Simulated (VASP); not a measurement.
# SrCl2: single point with HSE06

SrCl2:

```
Sr Cl
1.0
     2.45672    1.41839    4.01532
    -2.45672    1.41839    4.01532
     0.00000   -2.83678    4.01532
Sr Cl
1 2
Cartesian
  0.0000 0.0000 0.0000
  0.0000 0.0000 3.0109
  0.0000 0.0000 9.0350
```

```
Program                            : VASP 6.6.1
Task                               : single point
Functional                         : HSE06
Potentials or basis                : VASP PAW PBE potentials, release 64 (Sr_sv, Cl)
Cutoff                             : 520 eV
k mesh                             : 4 × 4 × 4
Occupations                        : gaussian, width 0.01 eV
Spin                               : no spin polarisation
Dipole correction                  : no
Grid for exact exchange (PRECFOCK) : Normal
Further INCAR settings             : ALGO = Normal; EDIFF = 1e-07; NBANDS = 19
Screening parameter                : 0.2079 1/Å
```

The pressure is 1.0 GPa and the band gap on the k mesh is 6.66 eV, indirect (least direct gap 6.81 eV).

Levels at points of the mesh, in eV from the valence-band top:
```
           k point  band 10  band 11  band 12  band 13  band 14  band 15
(0.00, 0.00, 0.00)    -0.37    -0.37    -0.37     6.66     7.51     7.51
(0.50, 0.00, 0.00)    -1.43    -1.15    -1.15     8.20     8.20     9.12
(0.50, 0.50, 0.00)    -0.43    -0.43     0.00     6.81     8.58     9.23
(0.50, 0.50, 0.50)    -1.43    -1.15    -1.15     8.20     8.20     9.12
```

Wall time 25 min on 1 thread of Intel(R) Xeon(R) Platinum 8488C (Sapphire Rapids), on a shared host, peak memory 0.35 GiB.

Caveat: the PAW data sets were made with another functional, which shifts forces and pressure a little. A k mesh can miss the band edges.
